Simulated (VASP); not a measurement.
The system is Si3N4.

```
Si N
1.0
     7.61700    0.00000    0.00000
    -3.80850    6.59652    0.00000
     0.00000    0.00000    2.91340
Si N
6 8
Direct
  0.17840 0.77490 0.25000
  0.40350 0.17840 0.75000
  0.22510 0.40350 0.25000
  0.82160 0.22510 0.75000
  0.59650 0.82160 0.25000
  0.77490 0.59650 0.75000
  0.33333 0.66667 0.25000
  0.66667 0.33333 0.75000
  0.33590 0.03280 0.25000
  0.30310 0.33590 0.75000
  0.96720 0.30310 0.25000
  0.66410 0.96720 0.75000
  0.69690 0.66410 0.25000
  0.03280 0.69690 0.75000
```

Base run:

* Program: VASP 6.6.1
* Functional: LDA
* Potentials or basis: VASP PAW LDA potentials, release 64 (Si, N)
* Cutoff: 520 eV
* k mesh: 4 × 4 × 9
* Occupations: fermi-dirac, width 0.02 eV
* Spin: no spin polarisation

Its results: band gap on the k mesh 3.96 eV; pressure -4.0 GPa; largest force 1.204 eV/Å.

Q: The run is repeated on the same cell with these changes: functional from LDA to PBE; potentials or basis from VASP PAW LDA potentials, release 64 (Si, N) to VASP PAW PBE potentials, release 64 (Si, N). What comes out?

A: Band gap on the k mesh 4.13 eV; pressure 4.1 GPa; largest force 1.174 eV/Å.

Caveats: an odd mesh through Γ misses points on the zone boundary, where band edges can lie; forces of over 1 eV/Å act on the atoms, so gaps and moduli don't describe the material at rest; the cell stands under tension (at least some runs); the cell stands under pressure (at least some runs).
